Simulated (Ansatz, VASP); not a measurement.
# One calculation of BN, two programs

The input INCAR:

```
PREC = Accurate
ENCUT = 520
EDIFF = 1E-7
ISMEAR = 0
SIGMA = 0.05
LREAL = F
LASPH = T
NELM = 60
ALGO = Normal
ISIF = 2
LWAVE = F
LCHARG = T
GGA = PE
LELF = T
LVHAR = T
NBANDS = 16
```

KPOINTS

```
regular mesh
0
Gamma
  12 12 6
```

POSCAR

```
BN
1.0
    2.5539396017      0.0000000000      0.0000000000
   -1.2769698009      2.2117765748      0.0000000000
    0.0000000000      0.0000000000      4.2268550000
B N
2 2
Direct
    0.4317355040      0.3333333333      1.1416735109
    0.3333333333      0.6666666667      0.4997240000
    0.6666666667      0.3333333333      0.6252760000
    0.3333333333      0.6666666667      0.1252760000
```

Input for Ansatz:

```yaml
crystal:
  lattice:
    - [2.5539396017, 0.0, 0.0]
    - [-1.2769698009, 2.2117765748, 0.0]
    - [0.0, 0.0, 4.226855]
  atoms:
    - { symbol: B, position: [0.431735504, 0.3333333333, 1.1416735109] }
    - { symbol: B, position: [0.3333333333, 0.6666666667, 0.499724] }
    - { symbol: "N", position: [0.6666666667, 0.3333333333, 0.625276] }
    - { symbol: "N", position: [0.3333333333, 0.6666666667, 0.125276] }
basis:
  ecutwfc: 420
kpoints:
  mp_grid: { grid: [12, 12, 6] }
hamiltonian:
  xc: pbe
scf:
  occupations: { method: gaussian, width: 0.05 }
output:
  forces: true
  stress: true
  eigenvalues: true
```

Alike in both runs: task single point; functional PBE; k mesh 12 × 12 × 6; occupations gaussian, width 0.05 eV; no spin polarisation.

```csv
,VASP,Ansatz
version,VASP 6.6.1,Ansatz 0.2.0
potentials or method,"VASP PAW PBE potentials, release 64 (B, N), cutoff 520 eV","scalar-relativistic, plane waves, PAW"
valence electrons in the cell,16,16
```

VASP gave:

| Item | Value |
| --- | --- |
| gap on the k mesh at the Fermi level (eV) | 0.93 |
| least direct gap on the mesh (eV) | 3.04 |
| rms of the force components (eV/Å) | 20.265 |

Task: Estimate Ansatz's values.

Result: gap on the k mesh at the Fermi level (eV): 0.95; least direct gap on the mesh (eV): 3.05; rms of the force components (eV/Å): 19.546.

Atom by atom the forces differ by 0.722 eV/Å (rms over components).
